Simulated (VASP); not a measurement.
Here is a VASP 6.6.1 calculation.

File INCAR:

```
SYSTEM = CuAuS3
ALGO = Normal
EDIFF = 1E-7
EDIFFG = -0.04
ENCUT = 600
GGA = PE
IBRION = 2
ISIF = 3
ISMEAR = 0
LASPH = .True.
LCHARG = .False.
LREAL = .False.
LWAVE = .False.
NELM = 80
NSW = 90
PREC = Accurate
SIGMA = 0.1
```

The input KPOINTS:

```
k-points
0
Gamma
  4 4 4
  0 0 0
```

POSCAR

```
CuAuS3
1.0
    4.4716665835      0.0000000000      0.0000000000
    0.0000000000      4.4716665835      0.0000000000
    0.0000000000      0.0000000000      4.4716665835
Cu S Au
1 3 1
Direct
    0.5000000000      0.5000000000      0.5000000000
    0.0000000000      0.5000000000      0.5000000000
    0.5000000000      0.0000000000      0.5000000000
    0.5000000000      0.5000000000      0.0000000000
    0.0000000000      0.0000000000      0.0000000000
```

Potentials or basis: VASP PAW PBE potentials, release 64 (Cu, S, Au).

Run with:

```sh
$ cat potpaw_PBE.64/Cu/POTCAR potpaw_PBE.64/S/POTCAR potpaw_PBE.64/Au/POTCAR > POTCAR
$ mpirun -np 1 vasp_std > vasp.out
```

Task: What does it give for the relaxed cell?

Result: a = 4.559 Å, b = 4.559 Å, c = 4.559 Å, α = 90.00°, β = 90.00°, γ = 90.00°.

Task: What does it give for the band gap on the k mesh?

Result: Zero (bands 20 and 21 overlap by 1.00 eV).

Task: Predict the space group after relaxing (to 0.1 Å).

Result: Pm-3m (No. 221).

Step by step:
| step | energy change (eV) | largest force (eV/Å) | pressure (GPa) | volume (Å³) |
| --- | --- | --- | --- | --- |
| 1 | 0.0000 | 0.0000 | 4.84 | 89.41 |
| 2 | -0.0691 | 0.0000 | -1.28 | 96.58 |
| 3 | -0.0766 | 0.0000 | -0.01 | 94.77 |

Caveat: spin-orbit coupling is left out, which moves the levels of the heavy elements. With open d or f shells a metallic result of PBE can be an artefact of self-interaction; +U or a hybrid may open a gap.
